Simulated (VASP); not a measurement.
Write the native input for VASP 6.6.1 that does the following.

| Item | Value |
| --- | --- |
| Task | single point |
| Functional | PBEsol |
| Potentials or basis | VASP PAW PBE potentials, release 64 (Cu) |
| Cutoff | 520 eV |
| k mesh | 15 × 15 × 1 |
| Occupations | gaussian, width 0.1 eV |
| Spin | no spin polarisation |
| Dipole correction | yes |
| Further INCAR settings | ALGO = Fast; EDIFF = 1e-07; NBANDS = 42 |

The structure of Cu lies in POSCAR:

```
Cu
1.0
    2.5205910253      0.0000000000      0.0000000000
   -1.2602955127      2.1828958605      0.0000000000
    0.0000000000      0.0000000000     25.2913081671
Cu
6
Direct
    0.6666666667      0.3333333333      0.2965445658
    0.3333333333      0.6666666667      0.3779267395
    0.6666666667      0.3333333333      0.4593089132
    0.3333333333      0.6666666667      0.5406910868
    0.6666666667      0.3333333333      0.6220732605
    0.3333333333      0.6666666667      0.7034554342
```

The input as run:

INCAR

```
ALGO = Fast
DIPOL = 0.5 0.5 0.500
EDIFF = 1E-7
ENCUT = 520
GGA = PS
IDIPOL = 3
ISIF = 2
ISMEAR = 0
LASPH = True
LCHARG = True
LDIPOL = True
LELF = True
LREAL = False
LVACPOTAV = True
LVHAR = True
LWAVE = False
NBANDS = 42
NELM = 100
PREC = Accurate
SIGMA = 0.1
```

KPOINTS

```
k-points
0
Gamma
  15 15 1
```

Potentials or basis: VASP PAW PBE potentials, release 64 (Cu).

Launch:

```sh
$ cat potpaw_PBE.64/Cu/POTCAR > POTCAR
$ mpirun -np 1 vasp_std > vasp.out
```

Results of the run:

| Property | Result |
| --- | --- |
| Largest force | 0.076 eV/Å |
| Band gap on the k mesh | zero (band 33 reaches 4.98 eV, above the bottom of band 34 at -0.29 eV) |

Caveat: the PAW data sets were made with another functional, which shifts forces and pressure a little.

Wall time 4.2 min on 1 thread of AMD EPYC 7R43 64-Core Processor (Zen 3) (shared host), peak memory 0.27 GiB.
